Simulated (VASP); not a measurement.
CaPdI4:

```
Ca Pd I
1.0
     5.29137    0.00000    0.00000
     0.00000    5.29137    0.00000
     0.00000    0.00000    9.10279
Ca Pd I
1 1 4
Cartesian
  0.0000 0.0000 0.0000
  2.6457 2.6457 4.5514
  2.6457 2.6457 7.1150
  2.6457 2.6457 1.9878
  2.6457 0.0000 4.5514
  0.0000 2.6457 4.5514
```

* Program: VASP 6.6.1
* Task: relaxation of cell and atoms
* Functional: PBEsol
* Potentials or basis: VASP PAW PBE potentials, release 64 (Ca_sv, Pd, I)
* Cutoff: 600 eV
* k mesh: 4 × 4 × 2
* Occupations: fermi-dirac, width 0.03 eV
* Spin: no spin polarisation

At the start: pressure 0.9 GPa; volume 42.48 Å³/atom.

Task: How do energy, volume and symmetry change on relaxing?

Result: Over 11 steps the energy falls by 96.8 meV/atom and the volume is 40.65 Å³/atom (-4.3 %); space group P4/mmm (No. 123, to 0.1 Å) before and after.

Step by step:
| step | energy change (eV) | largest force (eV/Å) | pressure (GPa) | volume (Å³) |
| --- | --- | --- | --- | --- |
| 1 | 0.0000 | 1.9779 | 0.86 | 254.86 |
| 2 | -0.2639 | 0.9491 | -1.09 | 263.33 |
| 3 | -0.2916 | 0.4368 | -2.15 | 270.64 |
| 4 | -0.4922 | 0.1955 | -1.28 | 257.24 |
| 5 | -0.5436 | 0.1356 | -0.31 | 247.41 |
| 6 | -0.5437 | 0.1133 | -0.36 | 247.91 |
| 7 | -0.5709 | 0.0668 | -0.18 | 245.59 |
| 8 | -0.5806 | 0.0144 | 0.02 | 243.62 |
| 9 | -0.5809 | 0.0013 | 0.08 | 243.19 |
| 10 | -0.5809 | 0.0043 | 0.06 | 243.28 |
| 11 | -0.5810 | 0.0098 | -0.02 | 243.91 |

Final structure:
```
Ca Pd I
1.0
     5.21260    0.00000    0.00000
     0.00000    5.21260    0.00000
     0.00000    0.00000    8.97662
Ca Pd I
1 1 4
Direct
  0.00000 0.00000 0.00000
  0.50000 0.50000 0.50000
  0.50000 0.50000 0.81471
  0.50000 0.50000 0.18529
  0.50000 0.00000 0.50000
  0.00000 0.50000 0.50000
```

Caveat: the PAW data sets were made with another functional, which shifts forces and pressure a little.
